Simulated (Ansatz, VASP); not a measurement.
C in VASP and in Ansatz

```xyz
8
Lattice="2.6230 0.0000 0.0000 -1.3115 2.2716 0.0000 0.0000 0.0000 8.2371" Properties=species:S:1:pos:R:3 pbc="T T T"
C     1.3115    0.7572    6.9501
C     0.0000    1.5144    2.8315
C     1.3115    0.7572    5.4056
C     0.0000    1.5144    1.2870
C     0.0000    0.0000    7.4649
C     0.0000    0.0000    3.3463
C     0.0000    0.0000    4.8908
C     0.0000    0.0000    0.7722
```

Alike in both runs: task relaxation of the atoms; functional PBE; k mesh 10 × 10 × 3; occupations fermi-dirac, width 0.05 eV; no spin polarisation.

|  | VASP | Ansatz |
| --- | --- | --- |
| version | VASP 6.6.1 | Ansatz 0.2.0 |
| potentials or method | VASP PAW PBE potentials, release 64 (C) | Ansatz PAW |
| plane-wave cutoff (eV) | 520 | 420 |
| valence electrons in the cell | 32 | 32 |

Ansatz gave:

```
gap on the k mesh at the Fermi level, each at its own relaxed structure (eV) : 3.79
```

What did VASP give for the same quantities?

gap on the k mesh at the Fermi level, each at its own relaxed structure (eV): 3.78.

Noted on Ansatz's run: Pulay correction over one GPa; odd divisions of the mesh miss points on the zone boundary, where band edges often lie, so the gap on the mesh can be too wide.
